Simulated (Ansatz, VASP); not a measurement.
One calculation of Yb, two programs

```
CELL_PARAMETERS angstrom
0.00000 4.42555 4.42555
4.42555 0.00000 4.42555
4.42555 4.42555 0.00000
ATOMIC_POSITIONS crystal
Yb 0.12500 0.12500 0.12500
Yb 0.87500 0.87500 0.87500
```

Alike in both runs: task single point; functional RPBE; k mesh 7 × 7 × 7; occupations fermi-dirac, width 0.1 eV; no spin polarisation.

```csv
,VASP,Ansatz
version,VASP 6.6.1,Ansatz 0.2.0
potentials or method,"VASP PAW PBE potentials, release 64 (Yb), cutoff 520 eV","plane waves (420 eV) with PAW, scalar-relativistic"
valence electrons in the cell,48,48
```

|  | VASP | Ansatz | Ansatz less VASP |
| --- | --- | --- | --- |
| pressure (GPa) | 0.3 | 0.1 | -0.20 |

VASP's potentials were made for PBE, not for RPBE.

Spin-orbit coupling is off throughout.
